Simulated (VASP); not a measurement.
# Sc (P6_3/mmc) in VASP: notebook, part 3 of 3

VASP 6.6.1. Earlier steps stand in the parts before.

**6. Electric field gradients, PBE (volume scaled by 1.05)**

Input file INCAR:

```
PREC = Accurate
ENCUT = 520
EDIFF = 1E-8
ISMEAR = -1
SIGMA = 0.03
LREAL = F
LASPH = T
NELM = 80
ALGO = Normal
ISIF = 2
LWAVE = F
LCHARG = F
GGA = PE
LEFG = T
NBANDS = 18
```

Input file KPOINTS:

```
regular mesh
0
Gamma
  13 13 7
```

Input file POSCAR:

```
Sc
1.0
    3.3630501282      0.0000000000      0.0000000000
   -1.6815250641      2.9124868452      0.0000000000
    0.0000000000      0.0000000000      5.3543760077
Sc
2
Direct
    0.3333333333      0.6666666667      0.2500000000
    0.6666666667      0.3333333333      0.7500000000
```

Potentials or basis: VASP PAW PBE potentials, release 64 (Sc_sv).

On the command line:

```
cat potpaw_PBE.64/Sc_sv/POTCAR > POTCAR
mpirun -np 1 vasp_std > vasp.out
```

OUTCAR:

```text
PREC = Accurate
   ENCUT = 520
   EDIFF = 1E-8
   ISMEAR = -1
   LREAL = F
   LASPH = T
   NELM = 80
   ISIF = 2
   GGA = PE

 ion  position               nearest neighbor table
   1  0.333  0.667  0.250-   2 3.31   2 3.31   2 3.31   2 3.31   2 3.31   2 3.31
   2  0.667  0.333  0.750-   1 3.31   1 3.31   1 3.31   1 3.31   1 3.31   1 3.31

  LATTYP: Found a hexagonal cell.
 ALAT       =     3.3630501282
 C/A-ratio  =     1.5921190002

  Lattice vectors:

 A1 = (   3.3630501282,   0.0000000000,   0.0000000000)
 A2 = (  -1.6815250641,   2.9124868452,   0.0000000000)
 A3 = (   0.0000000000,   0.0000000000,   5.3543760077)

Analysis of symmetry for initial positions (statically):
=====================================================================
 Subroutine PRICEL returns:
 Original cell was already a primitive cell.

 Routine SETGRP: Setting up the symmetry group for a
[... 695 lines left out ...]
  energy-cutoff  :      520.00
  volume of cell :       52.45
      direct lattice vectors                 reciprocal lattice vectors
     3.363050128  0.000000000  0.000000000     0.297349121  0.171674595  0.000000000
    -1.681525064  2.912486845  0.000000000     0.000000000  0.343349190  0.000000000
     0.000000000  0.000000000  5.354376008     0.000000000  0.000000000  0.186763126

 POSITION                                       TOTAL-FORCE (eV/Angst)
 -----------------------------------------------------------------------------------
     -0.00000      1.94166      1.33859         0.000000     -0.000000      0.000000
      1.68153      0.97083      4.01578        -0.000000      0.000000      0.000000
 -----------------------------------------------------------------------------------
    total drift:                               -0.000000      0.000000     -0.000000

  FREE ENERGIE OF THE ION-ELECTRON SYSTEM (eV)
  ---------------------------------------------------
  free  energy   TOTEN  =       -12.4702022612 eV

  energy  without entropy=      -12.4557944769  energy(sigma->0) =      -12.46299837

 Electric field gradients (V/A^2)
---------------------------------------------------------------------
 ion       V_xx      V_yy      V_zz      V_xy      V_xz      V_yz
---------------------------------------------------------------------
   1      -4.120    -4.119     8.238     0.001     0.000    -0.000
   2      -4.120    -4.119     8.238     0.001    -0.000     0.000
---------------------------------------------------------------------

 Electric field gradients after diagonalization (V/A^2)
 (convention: |V_zz| > |V_xx| > |V_yy|)
----------------------------------------------------------------------
 ion       V_xx      V_yy      V_zz     asymmetry (V_yy - V_xx)/ V_zz
----------------------------------------------------------------------
   1      -4.120    -4.118     8.238       0.000
   2      -4.120    -4.118     8.238       0.000
----------------------------------------------------------------------

           NMR quadrupolar parameters

 Cq : quadrupolar parameter    Cq=e*Q*V_zz/h
 eta: asymmetry parameters     (V_yy - V_xx)/ V_zz
 Q  : nuclear electric quadrupole moment in mb (millibarn)
----------------------------------------------------------------------
 ion       Cq(MHz)       eta       Q (mb)
----------------------------------------------------------------------
   1       0.020       0.000       1.000
   2       0.020       0.000       1.000
----------------------------------------------------------------------
```

OSZICAR:

```text
N       E                     dE             d eps       ncg     rms          rms(c)
DAV:   1     0.361367840387E+03    0.36137E+03   -0.10954E+04  3032   0.128E+03
DAV:   2     0.649781565537E+01   -0.35487E+03   -0.34695E+03  3720   0.542E+02
DAV:   3    -0.135367474069E+02   -0.20035E+02   -0.19212E+02  4968   0.154E+02
DAV:   4    -0.139808641726E+02   -0.44412E+00   -0.44028E+00  4574   0.215E+01
DAV:   5    -0.139861955973E+02   -0.53314E-02   -0.53275E-02  5222   0.250E+00    0.725E+00
DAV:   6    -0.126407237993E+02    0.13455E+01   -0.31554E+00  4010   0.191E+01    0.214E+00
DAV:   7    -0.124823653166E+02    0.15836E+00   -0.75750E-01  4114   0.842E+00    0.920E-01
DAV:   8    -0.124727679385E+02    0.95974E-02   -0.44686E-02  4034   0.262E+00    0.302E-01
DAV:   9    -0.124701798828E+02    0.25881E-02   -0.14069E-02  4148   0.119E+00    0.224E-02
DAV:  10    -0.124702062739E+02   -0.26391E-04   -0.16757E-04  4724   0.174E-01    0.105E-02
DAV:  11    -0.124701996474E+02    0.66265E-05   -0.62132E-06  4808   0.251E-02    0.276E-03
DAV:  12    -0.124702024260E+02   -0.27787E-05   -0.66831E-07  4942   0.675E-03    0.871E-04
DAV:  13    -0.124702022593E+02    0.16675E-06   -0.21890E-08  3170   0.160E-03    0.878E-05
DAV:  14    -0.124702022612E+02   -0.19259E-08   -0.23476E-09  2262   0.107E-03
   1 F= -.12470202E+02 E0= -.12462998E+02  d E =-.144078E-01
```

Run time: 76 s. Hardware: 1 thread of Intel Xeon 6975P-C, shared host; peak memory 0.22 GiB.

Results:

```
Free energy            : -12.4702 eV
Pressure               : -3.0 GPa
Band gap on the k mesh : zero (band 11 reaches 4.03 eV, above the bottom of band 12 at 2.90 eV)
```

Levels at points of the mesh, in eV from the Fermi level:
```tsv
k point	band 9	band 10	band 11	band 12	band 13	band 14
(0.00, 0.00, 0.00)	-5.02	-1.60	0.33	1.52	1.52	1.63
```

Electric field gradients, principal values (V/Å²):
| atom | least | middle | greatest (by size) |
| --- | --- | --- | --- |
| 1 Sc | -4.118 | -4.120 | 8.238 |
| 2 Sc | -4.118 | -4.120 | 8.238 |

Caveat: without QUAD_EFG the Cq values of the log hold for a quadrupole moment of 1 mb, not for the nuclei.

**7. The runs side by side**

| cell | gap on the mesh (eV) | pressure (GPa) |
| --- | --- | --- |
| a = 3.281, b = 3.281, c = 5.224 Å, angles 90.0, 90.0, 120.0°, 2 atoms | none | 0.7 |
| a = 3.309, b = 3.309, c = 5.268 Å, angles 90.0, 90.0, 120.0°, 2 atoms | none | -0.6 |
| a = 3.336, b = 3.336, c = 5.312 Å, angles 90.0, 90.0, 120.0°, 2 atoms | none | -1.9 |
| a = 3.363, b = 3.363, c = 5.354 Å, angles 90.0, 90.0, 120.0°, 2 atoms | none | -3.0 |

Alike in all rows: task electric field gradients; level PBE; potentials or basis VASP PAW PBE potentials, release 64 (Sc_sv); no spin polarisation; k mesh 13 × 13 × 7; cutoff (eV) 520; smearing fermi-dirac 0.03 eV.

Total energies depend on the potentials used, so only differences within one code and one set of settings carry meaning.
